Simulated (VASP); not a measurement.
# Li27F26 (a cell with a defect) (Griceite) in VASP: single point with PBE

Aim: the single point of Li27F26 (a cell with a defect) (Griceite) with PBE.

Everything below comes from runs of VASP 6.6.1. Logs are shortened: lines on timing, memory, paths and dates and some standing lists are left out, and cuts for length are marked.

### 1 The cell of the first run

The cell holds a defect, 53 atoms: a = 8.545 Å, b = 8.545 Å, c = 8.545 Å, α = 60.00°, β = 60.00°, γ = 60.00°.

### 2 Single point, PBE

The input, INCAR:

```
SYSTEM = Li27F26
ALGO = Normal
EDIFF = 1E-7
ENCUT = 520
GGA = PE
ISIF = 2
ISMEAR = -1
LASPH = .TRUE.
LCHARG = .FALSE.
LREAL = Auto
LWAVE = .FALSE.
NBANDS = 164
NELECT = 262.0
NELM = 100
PREC = Accurate
SIGMA = 0.01
```

The input, KPOINTS:

```
k-points
0
G
  3 3 3
  0 0 0
```

The input, POSCAR:

```
Li27F26
1.0
    0.0000000000      6.0420000000      6.0420000000
    6.0420000000      0.0000000000      6.0420000000
    6.0420000000      6.0420000000      0.0000000000
Li F
27 26
Direct
   -0.0001927414     -0.0001927414     -0.0001927414
   -0.0164894645     -0.0164894645      0.3498227978
   -0.0001927414     -0.0001927414      0.6672448908
   -0.0164894645      0.3498227978     -0.0164894645
   -0.0164894645      0.3498227978      0.3498227978
   -0.0003765586      0.3337098919      0.6666666667
   -0.0001927414      0.6672448908     -0.0001927414
   -0.0003765586      0.6666666667      0.3337098919
   -0.0003765586      0.6666666667      0.6666666667
    0.3498227978     -0.0164894645     -0.0164894645
    0.3498227978     -0.0164894645      0.3498227978
    0.3337098919     -0.0003765586      0.6666666667
    0.3498227978      0.3498227978     -0.0164894645
    0.3335260747      0.3335260747      0.3335260747
    0.3335260747      0.3335260747      0.6660884425
    0.3337098919      0.6666666667     -0.0003765586
    0.3335260747      0.6660884425      0.3335260747
    0.3337098919      0.6666666667      0.6666666667
    0.6672448908     -0.0001927414     -0.0001927414
    0.6666666667     -0.0003765586      0.3337098919
    0.6666666667     -0.0003765586      0.6666666667
    0.6666666667      0.3337098919     -0.0003765586
    0.6660884425      0.3335260747      0.3335260747
    0.6666666667      0.3337098919      0.6666666667
    0.6666666667      0.6666666667     -0.0003765586
    0.6666666667      0.6666666667      0.3337098919
    0.6666666667      0.6666666667      0.6666666667
    0.1666666667      0.1666666667      0.4928833826
    0.1666666667      0.1666666667      0.8404499508
    0.1666666667      0.4928833826      0.1666666667
    0.1657044771      0.5003207299      0.5003207299
    0.1666666667      0.4928833826      0.8404499508
    0.1666666667      0.8404499508      0.1666666667
    0.1666666667      0.8404499508      0.4928833826
    0.1676288563      0.8330126035      0.8330126035
    0.4928833826      0.1666666667      0.1666666667
    0.5003207299      0.1657044771      0.5003207299
    0.4928833826      0.1666666667      0.8404499508
    0.5003207299      0.5003207299      0.1657044771
    0.5003207299      0.5003207299      0.5003207299
    0.5021275954      0.5021275954      0.8312057379
    0.4928833826      0.8404499508      0.1666666667
    0.5021275954      0.8312057379      0.5021275954
    0.5021275954      0.8312057379      0.8312057379
    0.8404499508      0.1666666667      0.1666666667
    0.8404499508      0.1666666667      0.4928833826
    0.8330126035      0.1676288563      0.8330126035
    0.8404499508      0.4928833826      0.1666666667
    0.8312057379      0.5021275954      0.5021275954
    0.8312057379      0.5021275954      0.8312057379
    0.8330126035      0.8330126035      0.1676288563
    0.8312057379      0.8312057379      0.5021275954
    0.8330126035      0.8330126035      0.8330126035
```

Potentials or basis: VASP PAW PBE potentials, release 64 (Li_sv, F).

The run is started by

```bash
> cat potpaw_PBE.64/Li_sv/POTCAR potpaw_PBE.64/F/POTCAR > POTCAR
> mpirun -np 1 vasp_std > vasp.out
```

OUTCAR:

```text
SYSTEM = Li27F26
   EDIFF = 1E-7
   ENCUT = 520
   GGA = PE
   ISIF = 2
   ISMEAR = -1
   LASPH = .TRUE.
   LREAL = Auto
   NELECT = 262.0
   NELM = 100
   PREC = Accurate

 ion  position               nearest neighbor table
   1  1.000  1.000  1.000-  35 2.02  47 2.02  51 2.02  45 2.02  33 2.02  29 2.02
   2  0.984  0.984  0.350-  52 1.84  45 1.99  33 1.99  46 1.99  34 1.99
   3  1.000  1.000  0.667-  53 2.02  47 2.02  35 2.02  34 2.02  46 2.02  28 2.02
   4  0.984  0.350  0.984-  50 1.84  45 1.99  29 1.99  48 1.99  32 1.99
   5  0.984  0.350  0.350-  49 1.84  48 1.99  46 1.99  30 1.99  28 1.99
   6  1.000  0.334  0.667-  47 2.01  31 2.01  50 2.01  49 2.01  28 2.06  29 2.06
   7  1.000  0.667  1.000-  53 2.02  51 2.02  35 2.02  32 2.02  48 2.02  30 2.02
   8  1.000  0.667  0.334-  51 2.01  31 2.01  52 2.01  49 2.01  30 2.06  33 2.06
   9  1.000  0.667  0.667-  53 2.01  31 2.01  52 2.01  50 2.01  34 2.06  32 2.06
  10  0.350  0.984  0.984-  44 1.84  33 1.99  29 1.99  42 1.99  38 1.99
  11  0.350  0.984  0.350-  43 1.84  42 1.99  34 1.99  28 1.99  36 1.99
  12  0.334  1.000  0.667-  35 2.01  37 2.01  44 2.01  43 2.01  28 2.06  29 2.06
  13  0.350  0.350  0.984-  41 1.84  38 1.99  32 1.99  30 1.99  36 1.99
  14  0.334  0.334  0.334-  31 2.02  37 2.02  39 2.02  36 2.02  30 2.02  28 2.02
  15  0.334  0.334  0.666-  31 2.02  37 2.02  40 2.02  29 2.02  38 2.02  32 2.02
  16  0.334  0.667  1.000-  35 2.01  39 2.01  44 2.01  41 2.01  30 2.06  33 2.06
  17  0.334  0.666  0.334-  31 2.02  39 2.02  40 2.02  33 2.02  34 2.02  42 2.02
  18  0.334  0.667  0.667-  35 2.01  40 2.01  41 2.01  43 2.01  32 2.06  34 2.06
  19  0.667  1.000  1.000-  53 2.02  51 2.02  47 2.02  42 2.02  38 2.02  36 2.02
[... 32 lines left out ...]
  52  0.831  0.831  0.502-   2 1.84  27 1.99  20 2.01   8 2.01  21 2.01   9 2.01
  53  0.833  0.833  0.833-   9 2.01  21 2.01  25 2.01   7 2.02  19 2.02   3 2.02

  LATTYP: Found a face centered cubic cell.
 ALAT       =    12.0840000000

  Lattice vectors:

 A1 = (   0.0000000000,   6.0420000000,   6.0420000000)
 A2 = (   6.0420000000,   0.0000000000,   6.0420000000)
 A3 = (   6.0420000000,   6.0420000000,   0.0000000000)

Analysis of symmetry for initial positions (statically):
=====================================================================
 Subroutine PRICEL returns:
 Original cell was already a primitive cell.

 Routine SETGRP: Setting up the symmetry group for a
 face centered cubic supercell.

 Subroutine GETGRP returns: Found 48 space group operations
 (whereof  6 operations were pure point group operations)
 out of a pool of 48 trial point group operations.

The static configuration has the point symmetry C_3v.
 The point group associated with its full space group is O_h .

Analysis of symmetry for dynamics (positions and initial velocities):
=====================================================================
 Subroutine PRICEL returns:
 Original cell was already a primitive cell.

 Routine SETGRP: Setting up the symmetry group for a
 face centered cubic supercell.

 Subroutine GETGRP returns: Found 48 space group operations
 (whereof  6 operations were pure point group operations)
 out of a pool of 48 trial point group operations.

The dynamic configuration has the point symmetry C_3v.
 The point group associated with its full space group is O_h .

 Subroutine INISYM returns: Found 48 space group operations
 (whereof  6 operations are pure point group operations),
 and found     1 'primitive' translations

----------------------------------------------------------------------------------------

                                     Primitive cell

  volume of cell :     441.1357

  direct lattice vectors                    reciprocal lattice vectors
     0.000000000  6.042000000  6.042000000    -0.082754055  0.082754055  0.082754055
     6.042000000  0.000000000  6.042000000     0.082754055 -0.082754055  0.082754055
     6.042000000  6.042000000  0.000000000     0.082754055  0.082754055 -0.082754055

  length of vectors
     8.544678344  8.544678344  8.544678344     0.143334228  0.143334228  0.143334228

  position of ions in fractional coordinates (direct lattice)
     0.999807259  0.999807259  0.999807259
     0.983510536  0.983510536  0.349822798
     0.999807259  0.999807259  0.667244891
     0.983510536  0.349822798  0.983510536
     0.983510536  0.349822798  0.349822798
     0.999623441  0.333709892  0.666666667
[... 45 lines left out ...]
     0.831205738  0.831205738  0.502127595
     0.833012604  0.833012604  0.833012604

  ion indices of the primitive-cell ions
   primitive index   ion index
                 1           1
                 2           2
                 3           3
                 4           4
                 5           5
                 6           6
[... 45 lines left out ...]
                52          52
                53          53

----------------------------------------------------------------------------------------

 KPOINTS: k-points

Automatic generation of k-mesh.
 Grid dimensions read from file:
 generate k-points for:    3    3    3

 Generating k-lattice:

  Cartesian coordinates                     Fractional coordinates (reciprocal lattice)
    -0.027584685  0.027584685  0.027584685     0.333333333  0.000000000  0.000000000
     0.027584685 -0.027584685  0.027584685     0.000000000  0.333333333  0.000000000
     0.027584685  0.027584685 -0.027584685     0.000000000  0.000000000  0.333333333

  Length of vectors
     0.047778076  0.047778076  0.047778076

  Shift w.r.t. Gamma in fractional coordinates (k-lattice)
     0.000000000  0.000000000  0.000000000

 Subroutine IBZKPT returns following result:
 ===========================================

 Found      4 irreducible k-points:

 Following reciprocal coordinates:
            Coordinates               Weight
  0.000000  0.000000  0.000000      1.000000
  0.333333  0.000000  0.000000      8.000000
  0.333333  0.333333  0.000000      6.000000
 -0.333333  0.333333  0.000000     12.000000
   k-points           NKPTS =      4   k-points in BZ     NKDIM =      4   number of bands    NBANDS=    164
   number of dos      NEDOS =    301   number of ions     NIONS =     53
   total plane-waves  NPLWV = 262144
   dimension x,y,z NGX =    64 NGY =   64 NGZ =   64
   dimension x,y,z NGXF=   128 NGYF=  128 NGZF=  128
   ions per type =              27  26
   NGX,Y,Z   is equivalent  to a cutoff of  12.45, 12.45, 12.45 a.u.
   NGXF,Y,Z  is equivalent  to a cutoff of  24.90, 24.90, 24.90 a.u.
 SYSTEM =  Li27F26
   PREC   = accura    normal or accurate (medium, high low for compatibility)
   ISTART =      0    job   : 0-new  1-cont  2-samecut
   ICHARG =      2    charge: 1-file 2-atom 10-const
   ISPIN  =      1    spin polarized calculation?
   LNONCOLLINEAR =      F non collinear calculations
   LSORBIT =      F    spin-orbit coupling
   LASPH  =      T    aspherical Exc in radial PAW
   ENCUT  =  520.0 eV  38.22 Ry    6.18 a.u.  15.89 15.89 15.89*2*pi/ulx,y,z
   NELM   =    100;   NELMIN=  2; NELMDL= -5     # of ELM steps
   EDIFF  = 0.1E-06   stopping-criterion for ELM
   LREAL  =      T    real-space projection
   EDIFFG = 0.1E-05   stopping-criterion for IOM
   NSW    =      0    number of steps for IOM
   IBRION =     -1    ionic relax: 0-MD 1-quasi-New 2-CG
   NFREE  =      0    steps in history (QN), initial steepest desc. (CG)
   ISIF   =      2    stress and relaxation
   ISYM   =      2    0-nonsym 1-usesym 2-fastsym
   POTIM  = 0.5000    time-step for ionic-motion
   TEBEG  =    0.0;   TEEND  =   0.0 temperature during run
   PSTRESS=    0.0 pullay stress
   NELECT =     262.0000    total number of electrons
   NUPDOWN=      -1.0000    fix difference up-down
   EMIN   =  10.00;   EMAX   =-10.00  energy-range for DOS
   EFERMI =   0.00;   METHOD = LEGACY
   ISMEAR =    -1;   SIGMA  =   0.01  broadening in eV -4-tet -1-fermi 0-gaus
   EFERMI_NEDOS =   21; number of points for ismear=-14 and -15
   IALGO  =     38    algorithm
   IMIX   =      4    mixing-type and parameters
     AMIX     =   0.40;   BMIX     =  1.00
     AMIX_MAG =   1.60;   BMIX_MAG =  1.00
  volume/ion in A,a.u.               =       8.32        56.17
  Fermi-wavevector in a.u.,A,eV,Ry     =   1.376104  2.600459 25.764833  1.893662
  Thomas-Fermi vector in A             =   2.501379
   LORBIT       =      0    0 simple, 1 ext, 2 COOP (PROOUT), +10 PAW based schemes
   GGA     = PE    functional components
   LHFCALC =     F    Hartree Fock is set to
   AEXX    =    0.0000 exact exchange contribution
   IVDW    =     0    specifies the selected vdW correction
   LEPSILON=     F    determine dielectric tensor
   LRPA    =     F    only Hartree local field effects (RPA)
 non-spin polarized calculation
  energy-cutoff  :      520.00
  volume of cell :      441.14
 maximum number of plane-waves:     11935
   NGX = 31   NGY = 31   NGZ = 31

 number of electron     261.9999987 magnetization

 Free energy of the ion-electron system (eV)
  ---------------------------------------------------
  ext. energy  EPLUGINS =         0.00000000
  ---------------------------------------------------
  free energy    TOTEN  =      -256.58006314 eV

  energy without entropy =     -256.58006314  energy(sigma->0) =     -256.58006314

 E-fermi :  -0.8853     XC(G=0):  -9.7841

 val. band max:       -1.1236254793   @ k =   0.0000   0.0000   0.0000
 cond. band min:       6.1661447343   @ k =   0.0000   0.0000   0.0000
 fundamental gap:      7.2897702136
 Fermi energy:        -0.8853361077

 k-point     1 :       0.0000    0.0000    0.0000
  band No.  band energies     occupation
      1     -42.1029      2.00000
      2     -42.0925      2.00000
      3     -42.0925      2.00000
      4     -42.0925      2.00000
      5     -42.0880      2.00000
      6     -42.0880      2.00000
[... 135 lines left out ...]
    142      11.0661      0.00000
    143      11.0661      0.00000

 k-point     2 :       0.3333    0.0000    0.0000
  band No.  band energies     occupation
      1     -42.1013      2.00000
      2     -42.0940      2.00000
      3     -42.0919      2.00000
      4     -42.0919      2.00000
      5     -42.0885      2.00000
      6     -42.0885      2.00000
[... 427 lines left out ...]
    142      10.6230      0.00000
    143      10.6393      0.00000
 [bands above 143 left out]

------------------------ aborting loop because EDIFF is reached ----------------------------------------

  FORCE on cell =-STRESS in cart. coord.  units (eV):
  Direction    XX          YY          ZZ          XY          YZ          ZX
  --------------------------------------------------------------------------------------
  -------------------------------------------------------------------------------------
  Total       -1.2279199     -1.2279199     -1.2279199      0.0000000      0.0000000     -0.0000000
  in kB       -4.4597290     -4.4597290     -4.4597290      0.0000000      0.0000000     -0.0000000
  external PRESSURE =      -4.4597290 kB  Pullay stress =       0.0000000 kB

 VOLUME and BASIS-vectors are now :
 -----------------------------------------------------------------------------
  energy-cutoff  :      520.00
  volume of cell :      441.14
      direct lattice vectors                 reciprocal lattice vectors
     0.000000000  6.042000000  6.042000000    -0.082754055  0.082754055  0.082754055
     6.042000000  0.000000000  6.042000000     0.082754055 -0.082754055  0.082754055
     6.042000000  6.042000000  0.000000000     0.082754055  0.082754055 -0.082754055

 POSITION                                       TOTAL-FORCE (eV/Angst)
 -----------------------------------------------------------------------------------
     12.08167     12.08167     12.08167        -0.000571     -0.000571     -0.000571
      8.05600      8.05600     11.88474         0.000000     -0.000000      0.017812
     10.07233     10.07233     12.08167         0.000571      0.000571     -0.000571
      8.05600     11.88474      8.05600         0.000000      0.017812     -0.000000
      4.22726      8.05600      8.05600        -0.017812     -0.000000     -0.000000
      6.04428     10.06772      8.05600        -0.003786      0.003786     -0.000000
[... 45 lines left out ...]
      8.05600      8.05600     10.04429         0.000000     -0.000000     -0.015256
     10.06612     10.06612     10.06612        -0.001874     -0.001874     -0.001874
 -----------------------------------------------------------------------------------
    total drift:                                0.000258      0.000258      0.000257

  FREE ENERGIE OF THE ION-ELECTRON SYSTEM (eV)
  ---------------------------------------------------
  free  energy   TOTEN  =      -256.5800631445 eV

  energy  without entropy=     -256.5800631445  energy(sigma->0) =     -256.58006314
```

Wall time 12 min (1 thread of Intel Xeon Platinum 8375C at 2.90GHz (Ice Lake), shared host); peak memory 0.62 GiB.

What came out:

- Free energy: -256.5801 eV
- Largest force: 0.018 eV/Å

Forces on the atoms (eV/Å):
```
Li  -0.001 -0.001 -0.001
Li   0.000  0.000  0.018
Li   0.001  0.001 -0.001
Li   0.000  0.018  0.000
Li  -0.018  0.000  0.000
Li  -0.004  0.004  0.000
Li   0.001 -0.001  0.001
Li  -0.004  0.000  0.004
Li   0.000  0.004  0.004
Li   0.018  0.000  0.000
Li   0.000 -0.018  0.000
Li   0.004 -0.004  0.000
Li   0.000  0.000 -0.018
Li   0.001  0.001  0.001
Li  -0.001 -0.001  0.001
Li   0.004  0.000 -0.004
Li  -0.001  0.001 -0.001
Li   0.000 -0.004 -0.004
Li  -0.001  0.001  0.001
Li   0.000 -0.004  0.004
Li   0.004  0.000  0.004
Li   0.000  0.004 -0.004
Li   0.001 -0.001 -0.001
Li  -0.004  0.000 -0.004
Li   0.004  0.004  0.000
Li  -0.004 -0.004  0.000
Li   0.000  0.000  0.000
F    0.004  0.004  0.000
F   -0.004 -0.004  0.000
F    0.004  0.000  0.004
F    0.002 -0.002 -0.002
F    0.000 -0.004  0.004
F   -0.004  0.000 -0.004
F    0.000  0.004 -0.004
F   -0.002  0.002  0.002
F    0.000  0.004  0.004
F   -0.002  0.002 -0.002
F   -0.004  0.000  0.004
F   -0.002 -0.002  0.002
F    0.002  0.002  0.002
F    0.000  0.000  0.015
F   -0.004  0.004  0.000
F    0.000  0.015  0.000
F   -0.015  0.000  0.000
F    0.000 -0.004 -0.004
F    0.004  0.000 -0.004
F    0.002 -0.002  0.002
F    0.004 -0.004  0.000
F    0.015  0.000  0.000
F    0.000 -0.015  0.000
F    0.002  0.002 -0.002
F    0.000  0.000 -0.015
F   -0.002 -0.002 -0.002
```

Levels at points of the mesh, in eV from the Fermi level:
```
           k point  band 129  band 130  band 131  band 132  band 133  band 134
(0.00, 0.00, 0.00)     -0.24     -0.24     -0.24      7.05      9.37     10.42
```

Caveat: the cell carries a net charge on a neutralising background, which shifts energy and pressure; the cell is charged against a uniform background, so pressure and absolute levels hang on convention; the cutoff is under 1.25 times the usual one of these potentials, so pressure, stress and relaxed cells hold a basis-set (Pulay) error.
